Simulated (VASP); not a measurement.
# SnSe in VASP: single point with r2SCAN

Aim: the single point of SnSe with r2SCAN.

All numbers are computed with VASP 6.6.1; they aren't measurements. Logs are shortened: lines on timing, memory, paths and dates and some standing lists are left out, and cuts for length are marked.

## Step 1: The cell of the first run

The cell holds a slab with vacuum, 4 atoms: a = 4.285 Å, b = 4.286 Å, c = 10.991 Å, α = 88.71°, β = 90.00°, γ = 90.00°.

## Step 2: Single point, r2SCAN (strain +0.0225 x Voigt [0, 0, 0, 1, 0, 0])

POSCAR

```
SnSe
1.0
    4.2853274191      0.0000000000      0.0000000000
    0.0000000000      4.2853274191      0.0482099335
    0.0000000000      0.1236452865     10.9906921300
Sn Se
2 2
Direct
    0.5000000000      0.0000000000      0.3722291100
    0.0000000000      0.5000000000      0.6277708900
    0.5000000000      0.0000000000      0.6160394900
    0.0000000000      0.5000000000      0.3839605100
```

INCAR.step1

```
SYSTEM = SnSe
  PREC = Accurate
  ENCUT = 520
  ISMEAR = 0
  SIGMA = 0.05
  LREAL = .False.
  LASPH = .True.
  NELM = 100
  NBANDS = 28
  GGA = PE
  ALGO = Normal
  EDIFF = 1E-4
  LWAVE = .True.
  LCHARG = .False.
```

INCAR.step2

```
SYSTEM = SnSe
  PREC = Accurate
  ENCUT = 520
  EDIFF = 1E-7
  ISMEAR = 0
  SIGMA = 0.05
  LREAL = .False.
  LASPH = .True.
  NELM = 100
  ALGO = Normal
  ISIF = 2
  LWAVE = .False.
  LCHARG = .False.
  METAGGA = R2SCAN
  LMIXTAU = .True.
  NBANDS = 28
  ISTART = 1
```

KPOINTS

```
regular mesh
0
Gamma
  6 6 4
  0 0 0
```

Potentials or basis: VASP PAW PBE potentials, release 64 (Sn_d, Se).

The run is started by

```sh
$ cat potpaw_PBE.64/Sn_d/POTCAR potpaw_PBE.64/Se/POTCAR > POTCAR
$ cp INCAR.step1 INCAR
$ mpirun -np 1 vasp_std > vasp.out
$ cp INCAR.step2 INCAR
$ mpirun -np 1 vasp_std > vasp.out
```

OUTCAR:

```text
SYSTEM = SnSe
   PREC = Accurate
   ENCUT = 520
   EDIFF = 1E-7
   ISMEAR = 0
   LREAL = .False.
   LASPH = .True.
   NELM = 100
   ISIF = 2
   METAGGA = R2SCAN
   ISTART = 1

 ion  position               nearest neighbor table
   1  0.500  0.000  0.372-   3 2.68   4 3.03   4 3.03   4 3.04   4 3.04
   2  0.000  0.500  0.628-   4 2.68   3 3.03   3 3.03   3 3.04   3 3.04
   3  0.500  0.000  0.616-   1 2.68   2 3.03   2 3.03   2 3.04   2 3.04
   4  0.000  0.500  0.384-   2 2.68   1 3.03   1 3.03   1 3.04   1 3.04

  LATTYP: Found a simple monoclinic cell.
 ALAT       =     4.2855985914
 B/A-ratio  =     0.9999367248
 C/A-ratio  =     2.5647263453
 COS(beta)  =    -0.0224971527

  Lattice vectors:

 A1 = (   0.0000000000,   4.2853274191,   0.0482099335)
 A2 = (   4.2853274191,   0.0000000000,   0.0000000000)
 A3 = (   0.0000000000,  -0.1236452865, -10.9906921300)

Analysis of symmetry for initial positions (statically):
=====================================================================
 Subroutine PRICEL returns:
 Original cell was already a primitive cell.

 Routine SETGRP: Setting up the symmetry group for a
 simple monoclinic supercell.

 Subroutine GETGRP returns: Found  4 space group operations
 (whereof  2 operations were pure point group operations)
 out of a pool of  4 trial point group operations.

The static configuration has the point symmetry C_1h.
 The point group associated with its full space group is C_2h.

Analysis of symmetry for dynamics (positions and initial velocities):
=====================================================================
 Subroutine PRICEL returns:
 Original cell was already a primitive cell.

 Routine SETGRP: Setting up the symmetry group for a
 simple monoclinic supercell.

 Subroutine GETGRP returns: Found  4 space group operations
 (whereof  2 operations were pure point group operations)
 out of a pool of  4 trial point group operations.

The dynamic configuration has the point symmetry C_1h.
 The point group associated with its full space group is C_2h.

 Subroutine INISYM returns: Found  4 space group operations
 (whereof  2 operations are pure point group operations),
 and found     1 'primitive' translations

----------------------------------------------------------------------------------------

                                     Primitive cell

  volume of cell :     201.8079

  direct lattice vectors                    reciprocal lattice vectors
     4.285327419  0.000000000  0.000000000     0.233354398  0.000000000  0.000000000
     0.000000000  4.285327419  0.048209934     0.000000000  0.233383936 -0.002625569
     0.000000000  0.123645287 10.990692130     0.000000000 -0.001023723  0.090997597

  length of vectors
     4.285327419  4.285598591 10.991387613     0.233354398  0.233398704  0.091003356

  position of ions in fractional coordinates (direct lattice)
     0.500000000  0.000000000  0.372229110
     0.000000000  0.500000000  0.627770890
     0.500000000  0.000000000  0.616039490
     0.000000000  0.500000000  0.383960510

  ion indices of the primitive-cell ions
   primitive index   ion index
                 1           1
                 2           2
                 3           3
                 4           4

----------------------------------------------------------------------------------------

 KPOINTS: regular mesh

Automatic generation of k-mesh.
 Grid dimensions read from file:
 generate k-points for:    6    6    4

 Generating k-lattice:

  Cartesian coordinates                     Fractional coordinates (reciprocal lattice)
     0.038892400  0.000000000  0.000000000     0.166666667  0.000000000  0.000000000
     0.000000000  0.038897323 -0.000437595     0.000000000  0.166666667  0.000000000
     0.000000000 -0.000255931  0.022749399     0.000000000  0.000000000  0.250000000

  Length of vectors
     0.038892400  0.038899784  0.022750839

  Shift w.r.t. Gamma in fractional coordinates (k-lattice)
     0.000000000  0.000000000  0.000000000

 Subroutine IBZKPT returns following result:
 ===========================================

 Found     56 irreducible k-points:

 Following reciprocal coordinates:
            Coordinates               Weight
  0.000000  0.000000  0.000000      1.000000
  0.166667  0.000000  0.000000      2.000000
  0.333333  0.000000  0.000000      2.000000
  0.500000  0.000000  0.000000      1.000000
  0.000000  0.166667 -0.000000      2.000000
  0.166667  0.166667 -0.000000      4.000000
[... 16 lines left out ...]
  0.333333  0.166667  0.250000      4.000000
  0.500000  0.166667  0.250000      2.000000
 [... further k-points ...]
   k-points           NKPTS =     56   k-points in BZ     NKDIM =     56   number of bands    NBANDS=     28
   number of dos      NEDOS =    301   number of ions     NIONS =      4
   total plane-waves  NPLWV =  86016
   dimension x,y,z NGX =    32 NGY =   32 NGZ =   84
   dimension x,y,z NGXF=    64 NGYF=   64 NGZF=  168
   ions per type =               2   2
   NGX,Y,Z   is equivalent  to a cutoff of  12.41, 12.41, 12.71 a.u.
   NGXF,Y,Z  is equivalent  to a cutoff of  24.83, 24.83, 25.41 a.u.
 SYSTEM =  SnSe
   PREC   = accura    normal or accurate (medium, high low for compatibility)
   ISTART =      1    job   : 0-new  1-cont  2-samecut
   ICHARG =      0    charge: 1-file 2-atom 10-const
   ISPIN  =      1    spin polarized calculation?
   LNONCOLLINEAR =      F non collinear calculations
   LSORBIT =      F    spin-orbit coupling
   LASPH  =      T    aspherical Exc in radial PAW
   ENCUT  =  520.0 eV  38.22 Ry    6.18 a.u.   7.97  7.97 20.44*2*pi/ulx,y,z
   NELM   =    100;   NELMIN=  2; NELMDL=  0     # of ELM steps
   EDIFF  = 0.1E-06   stopping-criterion for ELM
   LREAL  =      F    real-space projection
   EDIFFG = 0.1E-05   stopping-criterion for IOM
   NSW    =      0    number of steps for IOM
   IBRION =     -1    ionic relax: 0-MD 1-quasi-New 2-CG
   NFREE  =      0    steps in history (QN), initial steepest desc. (CG)
   ISIF   =      2    stress and relaxation
   ISYM   =      2    0-nonsym 1-usesym 2-fastsym
   POTIM  = 0.5000    time-step for ionic-motion
   TEBEG  =    0.0;   TEEND  =   0.0 temperature during run
   PSTRESS=    0.0 pullay stress
   NELECT =      40.0000    total number of electrons
   NUPDOWN=      -1.0000    fix difference up-down
   EMIN   =  10.00;   EMAX   =-10.00  energy-range for DOS
   EFERMI =   0.00;   METHOD = LEGACY
   ISMEAR =     0;   SIGMA  =   0.05  broadening in eV -4-tet -1-fermi 0-gaus
   EFERMI_NEDOS =   21; number of points for ismear=-14 and -15
   IALGO  =     38    algorithm
   IMIX   =      4    mixing-type and parameters
     AMIX     =   0.40;   BMIX     =  1.00
     AMIX_MAG =   1.60;   BMIX_MAG =  1.00
  volume/ion in A,a.u.               =      50.45       340.47
  Fermi-wavevector in a.u.,A,eV,Ry     =   0.954514  1.803769 12.396217  0.911096
  Thomas-Fermi vector in A             =   2.083267
   LORBIT       =      0    0 simple, 1 ext, 2 COOP (PROOUT), +10 PAW based schemes
   METAGGA = R2SCAN    functional components
   LHFCALC =     F    Hartree Fock is set to
   AEXX    =    0.0000 exact exchange contribution
   IVDW    =     0    specifies the selected vdW correction
   LEPSILON=     F    determine dielectric tensor
   LRPA    =     F    only Hartree local field effects (RPA)
 non-spin polarized calculation
 Gauss-broadening in eV      SIGMA  =   0.05
  energy-cutoff  :      520.00
  volume of cell :      201.81
 maximum number of plane-waves:      5484
 NGX is ok and might be reduce to    32
   NGX = 15   NGY = 15   NGZ = 41

 number of electron      40.0000024 magnetization

 Free energy of the ion-electron system (eV)
  ---------------------------------------------------
  ext. energy  EPLUGINS =         0.00000000
  ---------------------------------------------------
  free energy    TOTEN  =       -79.56964026 eV

  energy without entropy =      -79.56964026  energy(sigma->0) =      -79.56964026

 E-fermi :   0.7263     XC(G=0):  -6.2074

 val. band max:        0.4575682398   @ k =   0.3333   0.0000   0.5000
 cond. band min:       2.2264367381   @ k =   0.3333   0.0000   0.5000
 fundamental gap:      1.7688684983
 Fermi energy:         0.7262500276

 k-point     1 :       0.0000    0.0000    0.0000
  band No.  band energies     occupation
      1     -21.3180      2.00000
      2     -21.3136      2.00000
      3     -21.3126      2.00000
      4     -21.3065      2.00000
      5     -21.2926      2.00000
      6     -21.2605      2.00000
[... 20 lines left out ...]
     27       6.6178      0.00000
     28       6.6301      0.00000

 k-point     2 :       0.1667    0.0000    0.0000
  band No.  band energies     occupation
      1     -21.3155      2.00000
      2     -21.3153      2.00000
      3     -21.3107      2.00000
      4     -21.3092      2.00000
      5     -21.2887      2.00000
      6     -21.2610      2.00000
[... 20 lines left out ...]
     27       6.2140      0.00000
     28       6.2237      0.00000

 k-point     3 :       0.3333    0.0000    0.0000
  band No.  band energies     occupation
      1     -21.3183      2.00000
      2     -21.3149      2.00000
      3     -21.3105      2.00000
      4     -21.3075      2.00000
      5     -21.2789      2.00000
      6     -21.2632      2.00000
[... 20 lines left out ...]
     27       5.8834      0.00000
     28       7.5110      0.00000

 k-point     4 :       0.5000    0.0000    0.0000
  band No.  band energies     occupation
      1     -21.3187      2.00000
      2     -21.3187      2.00000
      3     -21.3071      2.00000
      4     -21.3071      2.00000
      5     -21.2692      2.00000
      6     -21.2692      2.00000
[... 20 lines left out ...]
     27       6.7273      0.00000
     28       6.7273      0.00000

 k-point     5 :       0.0000    0.1667   -0.0000
  band No.  band energies     occupation
      1     -21.3155      2.00000
      2     -21.3153      2.00000
      3     -21.3107      2.00000
      4     -21.3092      2.00000
      5     -21.2887      2.00000
      6     -21.2610      2.00000
[... 20 lines left out ...]
     27       6.2056      0.00000
     28       6.2288      0.00000

 k-point     6 :       0.1667    0.1667   -0.0000
  band No.  band energies     occupation
      1     -21.3176      2.00000
      2     -21.3131      2.00000
      3     -21.3127      2.00000
      4     -21.3086      2.00000
      5     -21.2843      2.00000
      6     -21.2612      2.00000
[... 463 lines left out ...]
      5     -21.2887      2.00000
      6     -21.2610      2.00000
[... 20 lines left out ...]
     27       6.1578      0.00000
     28       6.2300      0.00000

 k-point    22 :       0.1667    0.1667    0.2500
  band No.  band energies     occupation
      1     -21.3176      2.00000
      2     -21.3131      2.00000
      3     -21.3127      2.00000
      4     -21.3086      2.00000
      5     -21.2843      2.00000
      6     -21.2612      2.00000
[... 20 lines left out ...]
     27       6.0097      0.00000
     28       7.2504      0.00000

 k-point    23 :       0.3333    0.1667    0.2500
  band No.  band energies     occupation
      1     -21.3220      2.00000
      2     -21.3199      2.00000
      3     -21.3074      2.00000
      4     -21.3050      2.00000
      5     -21.2753      2.00000
      6     -21.2627      2.00000
[... 20 lines left out ...]
     27       6.2926      0.00000
     28       6.9351      0.00000

 k-point    24 :       0.5000    0.1667    0.2500
  band No.  band energies     occupation
      1     -21.3236      2.00000
      2     -21.3236      2.00000
      3     -21.3042      2.00000
      4     -21.3042      2.00000
      5     -21.2672      2.00000
      6     -21.2672      2.00000
[... 20 lines left out ...]
     27       6.9342      0.00000
     28       6.9342      0.00000

 [... further k-points ...]

------------------------ aborting loop because EDIFF is reached ----------------------------------------

  FORCE on cell =-STRESS in cart. coord.  units (eV):
  Direction    XX          YY          ZZ          XY          YZ          ZX
  --------------------------------------------------------------------------------------
  -------------------------------------------------------------------------------------
  Total        0.0356256      0.0295830      0.0087406      0.0000000     -0.2239770      0.0000000
  in kB        0.2828362      0.2348630      0.0693924      0.0000000     -1.7781808      0.0000000
  external PRESSURE =       0.1956972 kB  Pullay stress =       0.0000000 kB

 VOLUME and BASIS-vectors are now :
 -----------------------------------------------------------------------------
  energy-cutoff  :      520.00
  volume of cell :      201.81
      direct lattice vectors                 reciprocal lattice vectors
     4.285327419  0.000000000  0.000000000     0.233354398  0.000000000  0.000000000
     0.000000000  4.285327419  0.048209934     0.000000000  0.233383936 -0.002625569
     0.000000000  0.123645287 10.990692130     0.000000000 -0.001023723  0.090997597

 POSITION                                       TOTAL-FORCE (eV/Angst)
 -----------------------------------------------------------------------------------
      2.14266      0.04602      4.09106         0.000000      0.009712     -0.018308
      0.00000      2.22028      6.92374         0.000000     -0.009712      0.018308
      2.14266      0.07617      6.77070         0.000000     -0.078438      0.000214
      0.00000      2.19014      4.24410         0.000000      0.078438     -0.000214
 -----------------------------------------------------------------------------------
    total drift:                                0.000000      0.000000     -0.000000

  FREE ENERGIE OF THE ION-ELECTRON SYSTEM (eV)
  ---------------------------------------------------
  free  energy   TOTEN  =       -79.5696402565 eV

  energy  without entropy=      -79.5696402565  energy(sigma->0) =      -79.56964026
```

Wall time 19 min (1 thread of Intel Xeon Platinum 8375C at 2.90GHz (Ice Lake), shared host); peak memory 0.49 GiB.

What came out:

- Free energy: -79.5696 eV
- Largest force: 0.078 eV/Å
- Band gap on the k mesh: 1.77 eV

Forces in eV/Å, atoms in the order of the input:
```
Sn   0.000  0.010 -0.018
Sn   0.000 -0.010  0.018
Se   0.000 -0.078  0.000
Se   0.000  0.078  0.000
```

Caveat: the cell differs from its parent crystal (strain +0.0225 x Voigt [0, 0, 0, 1, 0, 0]); there is no dipole correction, which matters where the two faces differ; the PAW data sets were made with another functional, which shifts forces and pressure a little; spin-orbit coupling is left out, which moves the levels of the heavy elements.
